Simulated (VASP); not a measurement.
The system is Ag.

```
CELL_PARAMETERS angstrom
-1.62161 1.62161 1.62161
1.62161 -1.62161 1.62161
1.62161 1.62161 -1.62161
ATOMIC_POSITIONS crystal
Ag 0.00000 0.00000 0.00000
```

| Item | Value |
| --- | --- |
| Program | VASP 6.6.1 |
| Task | relaxation of cell and atoms |
| Functional | PBE |
| Potentials or basis | VASP PAW PBE potentials, release 64 (Ag) |
| Cutoff | 500 eV |
| k mesh | 14 × 14 × 14 |
| Occupations | fermi-dirac, width 0.1 eV |
| Spin | no spin polarisation |

At the start: pressure 5.4 GPa; volume 17.06 Å³/atom.

Question: How do energy, volume and symmetry change on relaxing?

Answer: Over 3 steps the energy falls by 15.2 meV/atom and the volume is 18.01 Å³/atom (+5.6 %); space group Im-3m (No. 229, to 0.05 Å).

The path:
```csv
step,energy change (eV),largest force (eV/Å),pressure (GPa),volume (Å³)
1,0.0000,0.0000,5.45,17.06
2,-0.0115,0.0000,-2.26,18.53
3,-0.0152,0.0000,0.01,18.01
```

Final structure:
```xyz
1
Lattice="-1.6512 1.6512 1.6512 1.6512 -1.6512 1.6512 1.6512 1.6512 -1.6512" Properties=species:S:1:pos:R:3 pbc="T T T"
Ag    0.0000    0.0000    0.0000
```
